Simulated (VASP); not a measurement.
Wanted: the native input for a VASP 6.6.1 run.

| Property | Result |
| --- | --- |
| Task | single point |
| Functional | PBEsol |
| Potentials or basis | VASP PAW PBE potentials, release 64 (Cu) |
| Cutoff | 520 eV |
| k mesh | 20 × 20 × 12 |
| Occupations | gaussian, width 0.15 eV |
| Spin | no spin polarisation |
| Dipole correction | no |
| Further INCAR settings | ALGO = Fast; EDIFF = 1e-06; NBANDS = 18 |

The structure of Cu lies in POSCAR:

```
Cu
1.0
    1.4427933200     -1.4427933200     -1.3760814500
    1.4427933200      1.4427933200     -1.3760814500
    2.8855866400      0.0000000000      2.7521629000
Cu
2
Direct
   -0.0626903184     -0.0626903184     -0.0000817711
    0.5626903184      0.5626903184      0.5000817711
```

This cell differs from its parent crystal: atoms displaced along a vibrational mode.

One way to write it, as run:

INCAR

```
SYSTEM = Cu
ALGO = Fast ; EDIFF = 1E-6
ENCUT = 520 ; GGA = PS
ISIF = 2 ; ISMEAR = 0
LASPH = .TRUE. ; LCHARG = .TRUE.
LELF = .TRUE. ; LREAL = .FALSE.
LVHAR = .TRUE. ; LWAVE = .FALSE.
NBANDS = 18 ; NELM = 60
PREC = Accurate ; SIGMA = 0.15
```

KPOINTS

```
k-points
0
G
  20 20 12
  0 0 0
```

Potentials or basis: VASP PAW PBE potentials, release 64 (Cu).

Launch:

```sh
$ cat potpaw_PBE.64/Cu/POTCAR > POTCAR
$ mpirun -np 1 vasp_std > vasp.out
```

Results of the run:

```json
{"Pressure": "0.8 GPa", "Largest force": "0.299 eV/Å", "Band gap on the k mesh": "zero (bands 11 and 12 overlap by 5.48 eV)"}
```

Caveat: the cell differs from its parent crystal (atoms displaced along a vibrational mode); the stress differs along the axes, from -4 to 5 GPa; the PAW data sets were made with another functional, which shifts forces and pressure a little.

Run time: 5.6 min on 1 thread of Intel(R) Xeon(R) Platinum 8259CL CPU @ 2.50GHz (Skylake/Cascade Lake), with other jobs on the host, peak memory 0.49 GiB.
